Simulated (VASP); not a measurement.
# Al (Fm-3m) in VASP: notebook

The runs below take Al through single point, with PBEsol.

All numbers are computed with VASP 6.6.1; they aren't measurements. Logs are shortened: lines on timing, memory, paths and dates and some standing lists are left out, and cuts for length are marked.

## (1) The cell of the first run

It takes space group Fm-3m (No. 225, cubic). The conventional cell has a = 3.929 Å, b = 3.929 Å, c = 3.929 Å, α = 90.00°, β = 90.00°, γ = 90.00°. Within 3.7 Å of Al (site symmetry m-3m) lie 12 Al at 2.78 Å.

## (2) Single point, PBEsol (strained)

File INCAR:

```
SYSTEM = Al
ALGO = Normal ; EDIFF = 1E-6
ENCUT = 520 ; GGA = PS
ISIF = 2 ; ISMEAR = 0
LASPH = .True. ; LCHARG = .True.
LELF = .True. ; LREAL = .False.
LVHAR = .True. ; LWAVE = .False.
NBANDS = 8 ; NELM = 80
PREC = Accurate ; SIGMA = 0.1
```

File KPOINTS:

```
k-points
0
Gamma
  18 18 18
  0 0 0
```

File POSCAR:

```
Al
1.0
    0.0000000000      1.9646773860      1.9646773860
    1.9646773860      0.0000000000      1.9646773860
    1.9646773860      1.9646773860      0.0000000000
Al
1
Direct
    0.0000000000      0.0000000000      0.0000000000
```

Potentials or basis: VASP PAW PBE potentials, release 64 (Al).

Run with:

```sh
$ cat potpaw_PBE.64/Al/POTCAR > POTCAR
$ mpirun -np 1 vasp_std > vasp.out
```

OUTCAR:

```text
SYSTEM = Al
   EDIFF = 1E-6
   ENCUT = 520
   GGA = PS
   ISIF = 2
   ISMEAR = 0
   LASPH = .True.
   LREAL = .False.
   NELM = 80
   PREC = Accurate

 ion  position               nearest neighbor table
   1  0.000  0.000  0.000-

  LATTYP: Found a face centered cubic cell.
 ALAT       =     3.9293547720

  Lattice vectors:

 A1 = (   0.0000000000,   1.9646773860,   1.9646773860)
 A2 = (   1.9646773860,   0.0000000000,   1.9646773860)
 A3 = (   1.9646773860,   1.9646773860,   0.0000000000)

Analysis of symmetry for initial positions (statically):
=====================================================================
 Subroutine PRICEL returns:
 Original cell was already a primitive cell.

 Routine SETGRP: Setting up the symmetry group for a
 face centered cubic supercell.

 Subroutine GETGRP returns: Found 48 space group operations
 (whereof 48 operations were pure point group operations)
 out of a pool of 48 trial point group operations.

The static configuration has the point symmetry O_h .

Analysis of symmetry for dynamics (positions and initial velocities):
=====================================================================
 Subroutine PRICEL returns:
 Original cell was already a primitive cell.

 Routine SETGRP: Setting up the symmetry group for a
 face centered cubic supercell.

 Subroutine GETGRP returns: Found 48 space group operations
 (whereof 48 operations were pure point group operations)
 out of a pool of 48 trial point group operations.

The dynamic configuration has the point symmetry O_h .

 Subroutine INISYM returns: Found 48 space group operations
 (whereof 48 operations are pure point group operations),
 and found     1 'primitive' translations

----------------------------------------------------------------------------------------

                                     Primitive cell

  volume of cell :      15.1671

  direct lattice vectors                    reciprocal lattice vectors
     0.000000000  1.964677386  1.964677386    -0.254494709  0.254494709  0.254494709
     1.964677386  0.000000000  1.964677386     0.254494709 -0.254494709  0.254494709
     1.964677386  1.964677386  0.000000000     0.254494709  0.254494709 -0.254494709

  length of vectors
     2.778473405  2.778473405  2.778473405     0.440797767  0.440797767  0.440797767

[... 77 lines left out ...]
   NELM   =     80;   NELMIN=  2; NELMDL= -5     # of ELM steps
   EDIFF  = 0.1E-05   stopping-criterion for ELM
   LREAL  =      F    real-space projection
   EDIFFG = 0.1E-04   stopping-criterion for IOM
   NSW    =      0    number of steps for IOM
   IBRION =     -1    ionic relax: 0-MD 1-quasi-New 2-CG
   NFREE  =      0    steps in history (QN), initial steepest desc. (CG)
   ISIF   =      2    stress and relaxation
   ISYM   =      2    0-nonsym 1-usesym 2-fastsym
   POTIM  = 0.5000    time-step for ionic-motion
   TEBEG  =    0.0;   TEEND  =   0.0 temperature during run
   PSTRESS=    0.0 pullay stress
   NELECT =       3.0000    total number of electrons
   NUPDOWN=      -1.0000    fix difference up-down
   EMIN   =  10.00;   EMAX   =-10.00  energy-range for DOS
   EFERMI =   0.00;   METHOD = LEGACY
   ISMEAR =     0;   SIGMA  =   0.10  broadening in eV -4-tet -1-fermi 0-gaus
   EFERMI_NEDOS =   21; number of points for ismear=-14 and -15
   IALGO  =     38    algorithm
   IMIX   =      4    mixing-type and parameters
     AMIX     =   0.40;   BMIX     =  1.00
     AMIX_MAG =   1.60;   BMIX_MAG =  1.00
  volume/ion in A,a.u.               =      15.17       102.35
  Fermi-wavevector in a.u.,A,eV,Ry     =   0.953851  1.802518 12.379020  0.909832
  Thomas-Fermi vector in A             =   2.082544
   LORBIT       =      0    0 simple, 1 ext, 2 COOP (PROOUT), +10 PAW based schemes
   GGA     = PS    functional components
   LHFCALC =     F    Hartree Fock is set to
   AEXX    =    0.0000 exact exchange contribution
   IVDW    =     0    specifies the selected vdW correction
   LEPSILON=     F    determine dielectric tensor
   LRPA    =     F    only Hartree local field effects (RPA)
 non-spin polarized calculation
 Gauss-broadening in eV      SIGMA  =   0.10
  energy-cutoff  :      520.00
  volume of cell :       15.17
 maximum number of plane-waves:       419
 NGX is ok and might be reduce to    24
   NGX = 11   NGY = 11   NGZ = 11

 number of electron       3.0000000 magnetization

 Free energy of the ion-electron system (eV)
  ---------------------------------------------------
  ext. energy  EPLUGINS =         0.00000000
  ---------------------------------------------------
  free energy    TOTEN  =        -4.07211559 eV

  energy without entropy =       -4.06939694  energy(sigma->0) =       -4.07075626

 E-fermi :   8.8498     XC(G=0): -10.5678

 val. band max:        8.8462503723   @ k =  -0.2222   0.3889   0.1667
 cond. band min:       8.8514531935   @ k =  -0.3333   0.3889   0.0556
 fundamental gap:      0.0052028212
 Fermi energy:         8.8497724419

 k-point     1 :       0.0000    0.0000    0.0000
  band No.  band energies     occupation
      1      -2.8690      2.00000
      2      21.9245      0.00000
      3      21.9245      0.00000
      4      21.9245      0.00000
      5      24.0771      0.00000
      6      24.0771      0.00000
      7      24.0771      0.00000
      8      25.9672      0.00000
[... 243 lines left out ...]
 k-point    24 :      -0.2222    0.0556    0.0000
  band No.  band energies     occupation
      1      -1.1359      2.00000
      2      12.8788      0.00000
      3      18.6570      0.00000
      4      21.6300      0.00000
      5      23.4954      0.00000
      6      24.6121      0.00000
      7      25.1011      0.00000
      8      27.3791      0.00000

 [... further k-points ...]

------------------------ aborting loop because EDIFF is reached ----------------------------------------

  FORCE on cell =-STRESS in cart. coord.  units (eV):
  Direction    XX          YY          ZZ          XY          YZ          ZX
  --------------------------------------------------------------------------------------
  -------------------------------------------------------------------------------------
  Total        0.5826589      0.5826589      0.5826589      0.0000000      0.0000000      0.0000000
  in kB       61.5490315     61.5490315     61.5490315      0.0000000      0.0000000      0.0000000
  external PRESSURE =      61.5490315 kB  Pullay stress =       0.0000000 kB

 VOLUME and BASIS-vectors are now :
 -----------------------------------------------------------------------------
  energy-cutoff  :      520.00
  volume of cell :       15.17
      direct lattice vectors                 reciprocal lattice vectors
     0.000000000  1.964677386  1.964677386    -0.254494709  0.254494709  0.254494709
     1.964677386  0.000000000  1.964677386     0.254494709 -0.254494709  0.254494709
     1.964677386  1.964677386  0.000000000     0.254494709  0.254494709 -0.254494709

 POSITION                                       TOTAL-FORCE (eV/Angst)
 -----------------------------------------------------------------------------------
      0.00000      0.00000      0.00000         0.000000      0.000000     -0.000000
 -----------------------------------------------------------------------------------
    total drift:                                0.000000     -0.000000     -0.000000

  FREE ENERGIE OF THE ION-ELECTRON SYSTEM (eV)
  ---------------------------------------------------
  free  energy   TOTEN  =        -4.0721155878 eV

  energy  without entropy=       -4.0693969408  energy(sigma->0) =       -4.07075626
```

stdout:

```text
POSCAR found type information on POSCAR Al
 POSCAR found :  1 types and       1 ions
 scaLAPACK will be used
 -----------------------------------------------------------------------------
|                                                                             |
|                                                                             |
|     You enforced a specific xc type in the INCAR file but a different       |
|     I HOPE YOU KNOW WHAT YOU ARE DOING!                                     |
|                                                                             |
 -----------------------------------------------------------------------------

 LDA part: xc-table for (Slater+PW92), standard interpolation
 POSCAR, INCAR and KPOINTS ok, starting setup
 FFT: planning ... GRIDC
 FFT: planning ... GRID_SOFT
 FFT: planning ... GRID
 WAVECAR not read
 entering main loop
```

It took 15 s on 1 thread of Intel Xeon Platinum 8259CL at 2.50GHz (Skylake/Cascade Lake), shared host; peak memory 0.14 GiB.

Results:

```yaml
Free_energy: -4.0721 eV
Pressure: 6.2 GPa
Band_gap_on_the_k_mesh: zero (an odd number of electrons rules out a gap without spin polarisation)
```

Caveat: the cell differs from its parent crystal (strained); the cell stands under pressure; the PAW data sets were made with another functional, which shifts forces and pressure a little.

## (3) Single point, PBEsol (strained)

File INCAR:

```
  PREC = Accurate
  ENCUT = 520
  EDIFF = 1E-6
  ISMEAR = 0
  SIGMA = 0.1
  LREAL = False
  LASPH = True
  NELM = 60
  ALGO = Normal
  ISIF = 2
  LWAVE = False
  LCHARG = False
  GGA = PS
  NBANDS = 8
```

File KPOINTS:

```
Automatic mesh
0
Gamma
  18 18 18
```

File POSCAR:

```
Al
1.0
    0.0000000000      1.9835813592      1.9835813592
    1.9835813592      0.0000000000      1.9835813592
    1.9835813592      1.9835813592      0.0000000000
Al
1
Direct
    0.0000000000      0.0000000000      0.0000000000
```

Potentials or basis: VASP PAW PBE potentials, release 64 (Al).

Run with:

```sh
$ cat potpaw_PBE.64/Al/POTCAR > POTCAR
$ mpirun -np 1 vasp_std > vasp.out
```

Run time: 12 s. Hardware: 1 thread of Intel Xeon Platinum 8259CL at 2.50GHz (Skylake/Cascade Lake), shared host; peak memory 0.14 GiB.

The run converged. Its results:

- Free energy: -4.0850 eV
- Pressure: 3.2 GPa
- Band gap on the k mesh: zero (an odd number of electrons rules out a gap without spin polarisation)

Levels at points of the mesh, in eV from the Fermi level:
```csv
k point,band 1,band 2,band 3,band 4,band 5
"(0.00, 0.00, 0.00)",-11.51,12.91,12.91,12.91,14.83
"(0.50, 0.00, 0.00)",-4.81,-4.45,11.70,11.70,12.00
"(0.50, 0.50, 0.00)",-3.05,-1.62,5.27,5.86,5.86
```

Caveat: the cell differs from its parent crystal (strained); the cell stands under pressure; the PAW data sets were made with another functional, which shifts forces and pressure a little.

## (4) Single point, PBEsol (strained)

File INCAR:

```
PREC = Accurate ; ENCUT = 520
EDIFF = 1E-6 ; ISMEAR = 0
SIGMA = 0.1 ; LREAL = False
LASPH = True ; NELM = 100
ALGO = Normal ; ISIF = 2
LWAVE = False ; LCHARG = True
GGA = PS ; LELF = True
LVHAR = True ; NBANDS = 8
```

File KPOINTS:

```
regular mesh
0
Gamma
  18 18 18
```

File POSCAR:

```
Al
1.0
    0.0000000000      1.9962919536      1.9962919536
    1.9962919536      0.0000000000      1.9962919536
    1.9962919536      1.9962919536      0.0000000000
Al
1
Direct
    0.0000000000      0.0000000000      0.0000000000
```

Run with:

```sh
$ cat potpaw_PBE.64/Al/POTCAR > POTCAR
$ mpirun -np 1 vasp_std > vasp.out
```

Wall time 16 s (1 thread of Intel Xeon Platinum 8259CL at 2.50GHz (Skylake/Cascade Lake), shared host); peak memory 0.14 GiB.

It converged, with:

```
Free energy            : -4.0894 eV
Pressure               : 1.5 GPa
Band gap on the k mesh : zero (an odd number of electrons rules out a gap without spin polarisation)
```

Levels at points of the mesh, in eV from the Fermi level:
| k point | band 1 | band 2 | band 3 | band 4 | band 5 | band 6 |
| --- | --- | --- | --- | --- | --- | --- |
| (0.00, 0.00, 0.00) | -11.38 | 12.81 | 12.81 | 12.81 | 14.58 | 14.58 |
| (0.50, 0.00, 0.00) | -4.73 | -4.42 | 11.61 | 11.61 | 11.79 | 11.79 |
| (0.50, 0.50, 0.00) | -3.00 | -1.61 | 5.27 | 5.77 | 5.77 | 9.41 |

Caveat: the cell differs from its parent crystal (strained); the PAW data sets were made with another functional, which shifts forces and pressure a little.

## (5) The runs side by side

| cell | gap on the mesh (eV) | pressure (GPa) |
| --- | --- | --- |
| a = 2.778 Å, angles 60.0°, 1 atom | none | 6.2 |
| a = 2.805 Å, angles 60.0°, 1 atom | none | 3.2 |
| a = 2.823 Å, angles 60.0°, 1 atom | none | 1.5 |

Alike in all rows: task single point; level PBEsol; potentials or basis VASP PAW PBE potentials, release 64 (Al); no spin polarisation; k mesh 18 × 18 × 18; cutoff (eV) 520; smearing gaussian 0.1 eV.

Caveats: the PAW data sets were made with another functional, which shifts forces and pressure a little; the cell stands under pressure (at least some runs).

Absolute energies hang on the potentials; compare differences alone.
